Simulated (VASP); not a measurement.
# TiO (P-62m) in VASP: a series of runs

The runs below take TiO through single point, with PBEsol.

Program: VASP 6.6.1. These are calculated values, not measurements. Logs are shortened: lines on timing, memory, paths and dates and some standing lists are left out, and cuts for length are marked.

## 1. The cell of the first run

The structure is hexagonal, space group P-62m (No. 189). The conventional cell has a = 4.989 Å, b = 4.989 Å, c = 2.873 Å, α = 90.00°, β = 90.00°, γ = 120.00°. Ti (site symmetry -6) has 6 O at 2.10 Å within 2.8 Å. Ti (site symmetry -62m) has 3 O at 1.97 Å within 2.6 Å. Within 2.6 Å of O (site symmetry m2m) lie 5 Ti at 1.97 to 2.10 Å.

## 2. Single point, PBEsol

The input, INCAR:

```
  PREC = Accurate
  ENCUT = 520
  EDIFF = 1E-6
  ISMEAR = -1
  SIGMA = 0.2
  LREAL = F
  LASPH = T
  NELM = 80
  ALGO = Normal
  ISIF = 2
  LWAVE = F
  LCHARG = F
  GGA = PS
  NBANDS = 36
```

The input, KPOINTS:

```
regular mesh
0
Gamma
  12 12 12
```

The input, POSCAR:

```
TiO
1.0
    4.9890877720      0.0000000000      0.0000000000
   -2.4945438860      4.3206767523      0.0000000000
    0.0000000000      0.0000000000      2.8733134400
Ti O
3 3
Direct
    0.6666666667      0.3333333333      0.5000000000
    0.3333333333      0.6666666667      0.5000000000
    0.0000000000      0.0000000000      0.0000000000
    0.6055592400      0.6055592400      0.0000000000
    0.3944407600      0.0000000000      0.0000000000
    0.0000000000      0.3944407600      0.0000000000
```

Potentials or basis: VASP PAW PBE potentials, release 64 (Ti_sv, O).

The run is started by

```sh
cat potpaw_PBE.64/Ti_sv/POTCAR potpaw_PBE.64/O/POTCAR > POTCAR
mpirun -np 1 vasp_std > vasp.out
```

OUTCAR:

```text
PREC = Accurate
   ENCUT = 520
   EDIFF = 1E-6
   ISMEAR = -1
   LREAL = F
   LASPH = T
   NELM = 80
   ISIF = 2
   GGA = PS

 ion  position               nearest neighbor table
   1  0.667  0.333  0.500-   6 2.10   6 2.10   5 2.10   5 2.10   4 2.10   4 2.10   2 2.88   2 2.88
                             2 2.88
   2  0.333  0.667  0.500-   5 2.10   5 2.10   6 2.10   6 2.10   4 2.10   4 2.10   1 2.88   1 2.88
                             1 2.88
   3  0.000  0.000  0.000-   5 1.97   4 1.97   6 1.97
   4  0.606  0.606  0.000-   3 1.97   2 2.10   2 2.10   1 2.10   1 2.10
   5  0.394  0.000  0.000-   3 1.97   2 2.10   2 2.10   1 2.10   1 2.10
   6  0.000  0.394  0.000-   3 1.97   1 2.10   1 2.10   2 2.10   2 2.10

  LATTYP: Found a hexagonal cell.
 ALAT       =     4.9890877720
 C/A-ratio  =     0.5759196012

  Lattice vectors:

 A1 = (   4.9890877720,   0.0000000000,   0.0000000000)
 A2 = (  -2.4945438860,   4.3206767523,   0.0000000000)
 A3 = (   0.0000000000,   0.0000000000,   2.8733134400)

Analysis of symmetry for initial positions (statically):
=====================================================================
 Subroutine PRICEL returns:
 Original cell was already a primitive cell.

 Routine SETGRP: Setting up the symmetry group for a
 hexagonal supercell.

 Subroutine GETGRP returns: Found 12 space group operations
 (whereof 12 operations were pure point group operations)
 out of a pool of 24 trial point group operations.

The static configuration has the point symmetry D_3h.

Analysis of symmetry for dynamics (positions and initial velocities):
=====================================================================
 Subroutine PRICEL returns:
 Original cell was already a primitive cell.

 Routine SETGRP: Setting up the symmetry group for a
 hexagonal supercell.

 Subroutine GETGRP returns: Found 12 space group operations
 (whereof 12 operations were pure point group operations)
 out of a pool of 24 trial point group operations.

The dynamic configuration has the point symmetry D_3h.

 Subroutine INISYM returns: Found 12 space group operations
 (whereof 12 operations are pure point group operations),
 and found     1 'primitive' translations

----------------------------------------------------------------------------------------

                                     Primitive cell

  volume of cell :      61.9378

  direct lattice vectors                    reciprocal lattice vectors
     4.989087772  0.000000000  0.000000000     0.200437444  0.115722612  0.000000000
    -2.494543886  4.320676752  0.000000000     0.000000000  0.231445224  0.000000000
     0.000000000  0.000000000  2.873313440     0.000000000  0.000000000  0.348030252

  length of vectors
     4.989087772  4.989087772  2.873313440     0.231445224  0.231445224  0.348030252

  position of ions in fractional coordinates (direct lattice)
     0.666666667  0.333333333  0.500000000
     0.333333333  0.666666667  0.500000000
     0.000000000  0.000000000  0.000000000
     0.605559240  0.605559240  0.000000000
     0.394440760  0.000000000  0.000000000
     0.000000000  0.394440760  0.000000000

  ion indices of the primitive-cell ions
   primitive index   ion index
                 1           1
                 2           2
                 3           3
                 4           4
                 5           5
                 6           6

----------------------------------------------------------------------------------------

 KPOINTS: regular mesh

Automatic generation of k-mesh.
 Grid dimensions read from file:
 generate k-points for:   12   12   12

 Generating k-lattice:

  Cartesian coordinates                     Fractional coordinates (reciprocal lattice)
     0.016703120  0.009643551  0.000000000     0.083333333  0.000000000  0.000000000
     0.000000000  0.019287102  0.000000000     0.000000000  0.083333333  0.000000000
     0.000000000  0.000000000  0.029002521     0.000000000  0.000000000  0.083333333

  Length of vectors
     0.019287102  0.019287102  0.029002521

  Shift w.r.t. Gamma in fractional coordinates (k-lattice)
     0.000000000  0.000000000  0.000000000

 Subroutine IBZKPT returns following result:
 ===========================================

 Found    133 irreducible k-points:

 Following reciprocal coordinates:
            Coordinates               Weight
  0.000000  0.000000  0.000000      1.000000
  0.083333  0.000000  0.000000      6.000000
  0.166667  0.000000  0.000000      6.000000
  0.250000  0.000000  0.000000      6.000000
  0.333333  0.000000  0.000000      6.000000
  0.416667  0.000000  0.000000      6.000000
[... 16 lines left out ...]
  0.250000  0.000000  0.083333     12.000000
  0.333333  0.000000  0.083333     12.000000
 [... further k-points ...]
   k-points           NKPTS =    133   k-points in BZ     NKDIM =    133   number of bands    NBANDS=     36
   number of dos      NEDOS =    301   number of ions     NIONS =      6
   total plane-waves  NPLWV =  38400
   dimension x,y,z NGX =    40 NGY =   40 NGZ =   24
   dimension x,y,z NGXF=    80 NGYF=   80 NGZF=   48
   ions per type =               3   3
   NGX,Y,Z   is equivalent  to a cutoff of  13.33, 13.33, 13.89 a.u.
   NGXF,Y,Z  is equivalent  to a cutoff of  26.66, 26.66, 27.77 a.u.
 SYSTEM =  unknown system
   PREC   = accura    normal or accurate (medium, high low for compatibility)
   ISTART =      0    job   : 0-new  1-cont  2-samecut
   ICHARG =      2    charge: 1-file 2-atom 10-const
   ISPIN  =      1    spin polarized calculation?
   LNONCOLLINEAR =      F non collinear calculations
   LSORBIT =      F    spin-orbit coupling
   LASPH  =      T    aspherical Exc in radial PAW
   ENCUT  =  520.0 eV  38.22 Ry    6.18 a.u.   9.28  9.28  5.34*2*pi/ulx,y,z
   NELM   =     80;   NELMIN=  2; NELMDL= -5     # of ELM steps
   EDIFF  = 0.1E-05   stopping-criterion for ELM
   LREAL  =      F    real-space projection
   EDIFFG = 0.1E-04   stopping-criterion for IOM
   NSW    =      0    number of steps for IOM
   IBRION =     -1    ionic relax: 0-MD 1-quasi-New 2-CG
   NFREE  =      0    steps in history (QN), initial steepest desc. (CG)
   ISIF   =      2    stress and relaxation
   ISYM   =      2    0-nonsym 1-usesym 2-fastsym
   POTIM  = 0.5000    time-step for ionic-motion
   TEBEG  =    0.0;   TEEND  =   0.0 temperature during run
   PSTRESS=    0.0 pullay stress
   NELECT =      54.0000    total number of electrons
   NUPDOWN=      -1.0000    fix difference up-down
   EMIN   =  10.00;   EMAX   =-10.00  energy-range for DOS
   EFERMI =   0.00;   METHOD = LEGACY
   ISMEAR =    -1;   SIGMA  =   0.20  broadening in eV -4-tet -1-fermi 0-gaus
   EFERMI_NEDOS =   21; number of points for ismear=-14 and -15
   IALGO  =     38    algorithm
   IMIX   =      4    mixing-type and parameters
     AMIX     =   0.40;   BMIX     =  1.00
     AMIX_MAG =   1.60;   BMIX_MAG =  1.00
  volume/ion in A,a.u.               =      10.32        69.66
  Fermi-wavevector in a.u.,A,eV,Ry     =   1.563942  2.955423 33.278709  2.445916
  Thomas-Fermi vector in A             =   2.666639
   LORBIT       =      0    0 simple, 1 ext, 2 COOP (PROOUT), +10 PAW based schemes
   GGA     = PS    functional components
   LHFCALC =     F    Hartree Fock is set to
   AEXX    =    0.0000 exact exchange contribution
   IVDW    =     0    specifies the selected vdW correction
   LEPSILON=     F    determine dielectric tensor
   LRPA    =     F    only Hartree local field effects (RPA)
 non-spin polarized calculation
  energy-cutoff  :      520.00
  volume of cell :       61.94
 maximum number of plane-waves:      1691
 NGX is ok and might be reduce to    40
   NGX = 19   NGY = 19   NGZ = 11

 number of electron      54.0000004 magnetization

 Free energy of the ion-electron system (eV)
  ---------------------------------------------------
  ext. energy  EPLUGINS =         0.00000000
  ---------------------------------------------------
  free energy    TOTEN  =       -56.92901122 eV

  energy without entropy =      -56.71807342  energy(sigma->0) =      -56.82354232

 E-fermi :  10.4172     XC(G=0): -12.6912

 val. band max:       10.3945722160   @ k =   0.2500   0.0833   0.5000
 cond. band min:      10.4454640632   @ k =   0.0833   0.0000   0.1667
 fundamental gap:      0.0508918472
 Fermi energy:        10.4172101683

 k-point     1 :       0.0000    0.0000    0.0000
  band No.  band energies     occupation
      1     -47.4829      2.00000
      2     -47.4012      2.00000
      3     -46.9489      2.00000
      4     -24.0495      2.00000
      5     -24.0495      2.00000
      6     -23.7557      2.00000
[... 28 lines left out ...]
     35      12.2953      0.00017
     36      12.4726      0.00007

 k-point     2 :       0.0833    0.0000    0.0000
  band No.  band energies     occupation
      1     -47.4816      2.00000
      2     -47.4024      2.00000
      3     -46.9490      2.00000
      4     -24.0554      2.00000
      5     -24.0494      2.00000
      6     -23.7479      2.00000
[... 28 lines left out ...]
     35      12.3144      0.00015
     36      12.5700      0.00004

 k-point     3 :       0.1667    0.0000    0.0000
  band No.  band energies     occupation
      1     -47.4778      2.00000
      2     -47.4060      2.00000
      3     -46.9493      2.00000
      4     -24.0706      2.00000
      5     -24.0456      2.00000
      6     -23.7433      2.00000
[... 28 lines left out ...]
     35      12.3690      0.00012
     36      12.8372      0.00001

 k-point     4 :       0.2500    0.0000    0.0000
  band No.  band energies     occupation
      1     -47.4720      2.00000
      2     -47.4114      2.00000
      3     -46.9497      2.00000
      4     -24.0892      2.00000
      5     -24.0321      2.00000
      6     -23.7368      2.00000
[... 28 lines left out ...]
     35      12.4511      0.00008
     36      12.8895      0.00001

 k-point     5 :       0.3333    0.0000    0.0000
  band No.  band energies     occupation
      1     -47.4649      2.00000
      2     -47.4182      2.00000
      3     -46.9502      2.00000
      4     -24.1060      2.00000
      5     -24.0061      2.00000
      6     -23.7447      2.00000
[... 655 lines left out ...]
 k-point    22 :       0.1667    0.0000    0.0833
  band No.  band energies     occupation
      1     -47.4738      2.00000
      2     -47.4024      2.00000
      3     -46.9464      2.00000
      4     -24.0602      2.00000
      5     -24.0357      2.00000
      6     -23.7877      2.00000
[... 28 lines left out ...]
     35      12.2946      0.00017
     36      12.9641      0.00001

 k-point    23 :       0.2500    0.0000    0.0833
  band No.  band energies     occupation
      1     -47.4680      2.00000
      2     -47.4078      2.00000
      3     -46.9467      2.00000
      4     -24.0783      2.00000
      5     -24.0226      2.00000
      6     -23.7828      2.00000
[... 28 lines left out ...]
     35      12.3803      0.00011
     36      12.8331      0.00001

 k-point    24 :       0.3333    0.0000    0.0833
  band No.  band energies     occupation
      1     -47.4609      2.00000
      2     -47.4146      2.00000
      3     -46.9471      2.00000
      4     -24.0946      2.00000
      5     -23.9976      2.00000
      6     -23.7808      2.00000
[... 28 lines left out ...]
     35      12.4705      0.00007
     36      12.6927      0.00002

 [... further k-points ...]

------------------------ aborting loop because EDIFF is reached ----------------------------------------

  FORCE on cell =-STRESS in cart. coord.  units (eV):
  Direction    XX          YY          ZZ          XY          YZ          ZX
  --------------------------------------------------------------------------------------
  -------------------------------------------------------------------------------------
  Total       -1.5719568     -1.5719568     -2.1217029      0.0000000      0.0000000      0.0000000
  in kB      -40.6626105    -40.6626105    -54.8831750      0.0000000      0.0000000      0.0000000
  external PRESSURE =     -45.4027987 kB  Pullay stress =       0.0000000 kB

 VOLUME and BASIS-vectors are now :
 -----------------------------------------------------------------------------
  energy-cutoff  :      520.00
  volume of cell :       61.94
      direct lattice vectors                 reciprocal lattice vectors
     4.989087772  0.000000000  0.000000000     0.200437444  0.115722612  0.000000000
    -2.494543886  4.320676752  0.000000000     0.000000000  0.231445224  0.000000000
     0.000000000  0.000000000  2.873313440     0.000000000  0.000000000  0.348030252

 POSITION                                       TOTAL-FORCE (eV/Angst)
 -----------------------------------------------------------------------------------
      2.49454      1.44023      1.43666        -0.000000      0.000000      0.000000
     -0.00000      2.88045      1.43666        -0.000000      0.000000      0.000000
      0.00000      0.00000      0.00000        -0.000000      0.000000      0.000000
      1.51059      2.61643      0.00000         0.021279      0.036857      0.000000
      1.96790      0.00000      0.00000        -0.042558      0.000000      0.000000
     -0.98395      1.70425      0.00000         0.021279     -0.036857      0.000000
 -----------------------------------------------------------------------------------
    total drift:                               -0.000001     -0.000001      0.000001

  FREE ENERGIE OF THE ION-ELECTRON SYSTEM (eV)
  ---------------------------------------------------
  free  energy   TOTEN  =       -56.9290112241 eV

  energy  without entropy=      -56.7180734243  energy(sigma->0) =      -56.82354232
```

Wall time 2.2 min (1 thread of Intel Xeon 6975P-C (Granite Rapids), shared host); peak memory 0.35 GiB.

Results:

* Free energy: -56.9290 eV
* Pressure: -4.5 GPa
* Largest force: 0.043 eV/Å
* Band gap on the k mesh: zero (band 27 reaches 11.16 eV, above the bottom of band 28 at 9.74 eV)

Forces in eV/Å, atoms in the order of the input:
```
Ti   0.000  0.000  0.000
Ti   0.000  0.000  0.000
Ti   0.000  0.000  0.000
O    0.021  0.037  0.000
O   -0.043  0.000  0.000
O    0.021 -0.037  0.000
```

Stress tensor (GPa, compression positive):
```
-4.07  0.00  0.00
 0.00 -4.07  0.00
 0.00  0.00 -5.49
```

Caveat: the PAW data sets were made with another functional, which shifts forces and pressure a little; semilocal functionals often make such compounds metallic where correlation or magnetic order opens a gap, which also shifts bond lengths.

## 3. Single point, PBEsol

The input, INCAR:

```
PREC = Accurate ; ENCUT = 520
EDIFF = 1E-7 ; ISMEAR = -1
SIGMA = 0.3 ; LREAL = F
LASPH = T ; NELM = 100
ALGO = Normal ; ISIF = 2
LWAVE = F ; LCHARG = F
GGA = PS ; NBANDS = 36
```

The input, KPOINTS:

```
Automatic mesh
0
Gamma
  12 12 12
```

POSCAR is that of step 2.

Potentials or basis: VASP PAW PBE potentials, release 64 (Ti_sv, O).

The run is started by

```sh
cat potpaw_PBE.64/Ti_sv/POTCAR potpaw_PBE.64/O/POTCAR > POTCAR
mpirun -np 1 vasp_std > vasp.out
```

Run time: 3.6 min. Hardware: 1 thread of Intel Xeon 6975P-C (Granite Rapids), shared host; peak memory 0.34 GiB.

The run converged. Its results:

| Property | Result |
| --- | --- |
| Free energy | -57.0859 eV |
| Pressure | -3.5 GPa |
| Largest force | 0.040 eV/Å |
| Band gap on the k mesh | zero (band 27 reaches 11.18 eV, above the bottom of band 28 at 9.76 eV) |

Forces on the atoms (eV/Å):
```
Ti   0.000  0.000  0.000
Ti   0.000  0.000  0.000
Ti   0.000  0.000  0.000
O    0.020  0.035  0.000
O   -0.040  0.000  0.000
O    0.020 -0.035  0.000
```

Stress tensor (GPa, compression positive):
```
-3.14  0.00  0.00
 0.00 -3.14  0.00
 0.00  0.00 -4.34
```

Levels at points of the mesh, in eV from the Fermi level:
```csv
k point,band 25,band 26,band 27,band 28,band 29,band 30
"(0.00, 0.00, 0.00)",-3.19,-0.59,-0.57,-0.57,0.55,0.55
"(0.50, 0.00, 0.00)",-2.27,-1.82,-1.53,0.62,1.16,1.37
"(0.00, 0.00, 0.50)",-1.72,-1.72,0.84,1.28,1.28,1.43
"(0.50, 0.00, 0.50)",-1.77,-1.18,-0.29,0.75,0.88,1.85
```

Caveat: the PAW data sets were made with another functional, which shifts forces and pressure a little; semilocal functionals often make such compounds metallic where correlation or magnetic order opens a gap, which also shifts bond lengths.

[end of part 1 of 2]
